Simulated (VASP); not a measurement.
Write the native input for VASP 6.6.1 that does the following.

* Task: single point
* Functional: PBE
* Potentials or basis: VASP PAW PBE potentials, release 64 (Fe, Ge_d)
* Cutoff: 520 eV
* k mesh: 8 × 8 × 8
* Occupations: gaussian, width 0.05 eV
* Spin: no spin polarisation
* Dipole correction: no
* Further INCAR settings: ALGO = Normal; EDIFF = 1e-06; NBANDS = 54

The structure of FeGe lies in POSCAR:

```
FeGe
1.0
    4.6626167221      0.0000000000      0.0000000000
    0.0000000000      4.6626167221      0.0000000000
    0.0000000000      0.0000000000      4.6626167221
Fe Ge
4 4
Direct
    0.1349101329      0.1349101329      0.1349101329
    0.3650898671      0.8650898671      0.6349101329
    0.6349101329      0.3650898671      0.8650898671
    0.8650898671      0.6349101329      0.3650898671
    0.8417623853      0.8417623853      0.8417623853
    0.6582376147      0.1582376147      0.3417623853
    0.3417623853      0.6582376147      0.1582376147
    0.1582376147      0.3417623853      0.6582376147
```

One way to write it, as run:

INCAR

```
PREC = Accurate
ENCUT = 520
EDIFF = 1E-6
ISMEAR = 0
SIGMA = 0.05
LREAL = False
LASPH = True
NELM = 100
ALGO = Normal
ISIF = 2
LWAVE = False
LCHARG = True
GGA = PE
LELF = True
LVHAR = True
NBANDS = 54
```

KPOINTS

```
regular mesh
0
Gamma
  8 8 8
```

Potentials or basis: VASP PAW PBE potentials, release 64 (Fe, Ge_d).

Run with:

```console
$ cat potpaw_PBE.64/Fe/POTCAR potpaw_PBE.64/Ge_d/POTCAR > POTCAR
$ mpirun -np 1 vasp_std > vasp.out
```

It gave:

```json
{"Pressure": "-2.9 GPa", "Largest force": "0.374 eV/Å", "Band gap on the k mesh": "0.09 eV, indirect (least direct gap 0.11 eV)"}
```

It took 5.2 min on 1 thread of AMD EPYC 7R43 64-Core Processor (Zen 3), with other jobs on the host, peak memory 0.28 GiB.
